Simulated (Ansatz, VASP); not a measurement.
Given: the input of a run of Ansatz 0.2.0 on SiC.

The input input.yaml:

```yaml
crystal:
  lattice:
    - [3.0756941497, 0.0, 0.0]
    - [-1.5378470748, 2.6636292679, 0.0]
    - [0.0, 0.0, 10.07064648]
  atoms:
    - { symbol: Si, position: [0.0, 0.0, 0.18789438] }
    - { symbol: Si, position: [0.0, 0.0, 0.68789438] }
    - { symbol: Si, position: [0.3333333333, 0.6666666667, 0.43784198] }
    - { symbol: Si, position: [0.6666666667, 0.3333333333, 0.93784198] }
    - { symbol: C, position: [0.0, 0.0, 0.00046005] }
    - { symbol: C, position: [0.0, 0.0, 0.50046005] }
    - { symbol: C, position: [0.3333333333, 0.6666666667, 0.24980259] }
    - { symbol: C, position: [0.6666666667, 0.3333333333, 0.74980259] }
hamiltonian:
  xc: blyp
  pseudopotentials: { kind: paw }
kpoints:
  mp_grid: { grid: [10, 10, 3] }
scf:
  occupations: { method: fermi_dirac, width: 0.05 }
output:
  forces: true
  stress: true
relax:
  f_tol: 0.01
  max_steps: 40
  cell: { stress_tol: 0.05 }
```

Potentials or basis: Ansatz PAW.

Run with:

```bash
$ ansatz run input.yaml --threads 4 --pin off --max-ram 11264MiB --backend cpu --events-out ev --progress --plain --runs-dir out
```

**Question.** Translate it to VASP 6.6.1. Potentials there: VASP PAW PBE potentials, release 64 (Si, C).

**Answer.** As run (the cutoff follows the program's own potentials):

File INCAR:

```
SYSTEM = SiC
PREC = Accurate
ENCUT = 600
EDIFF = 1E-7
ISMEAR = -1
SIGMA = 0.05
LREAL = .FALSE.
LASPH = .TRUE.
NELM = 80
ALGO = Normal
ISIF = 3
LWAVE = .FALSE.
LCHARG = .FALSE.
GGA = B5
ALDAX = 1.0
AGGAX = 1.0
AGGAC = 1.0
ALDAC = 0.0
IBRION = 2
NSW = 60
EDIFFG = -0.01
```

File KPOINTS:

```
regular mesh
0
G
  10 10 3
  0 0 0
```

POSCAR

```
SiC
1.0
    3.0756941497      0.0000000000      0.0000000000
   -1.5378470748      2.6636292679      0.0000000000
    0.0000000000      0.0000000000     10.0706464800
Si C
4 4
Direct
    0.0000000000      0.0000000000      0.1878943800
    0.0000000000      0.0000000000      0.6878943800
    0.3333333333      0.6666666667      0.4378419800
    0.6666666667      0.3333333333      0.9378419800
    0.0000000000      0.0000000000      0.0004600500
    0.0000000000      0.0000000000      0.5004600500
    0.3333333333      0.6666666667      0.2498025900
    0.6666666667      0.3333333333      0.7498025900
```

Potentials or basis: VASP PAW PBE potentials, release 64 (Si, C).

Command:

```bash
$ cat potpaw_PBE.64/Si/POTCAR potpaw_PBE.64/C/POTCAR > POTCAR
$ mpirun -np 1 vasp_std > vasp.out
```

Both were run:

|  | VASP | Ansatz | Ansatz less VASP |
| --- | --- | --- | --- |
| relaxed volume (Å³/atom) | 10.75 | 10.73 | -0.019 |
| relaxed length of the cell vector where the two differ most in proportion (Å) | 10.214 | 10.207 | -0.0072 |

VASP's potentials were made for PBE, not for BLYP.

Noted on Ansatz's run: odd divisions of the mesh miss points on the zone boundary, where band edges often lie, so the gap on the mesh can be too wide; the plane-wave basis is chosen anew once the cell has moved, so the energies of steps on either side of that aren't comparable.
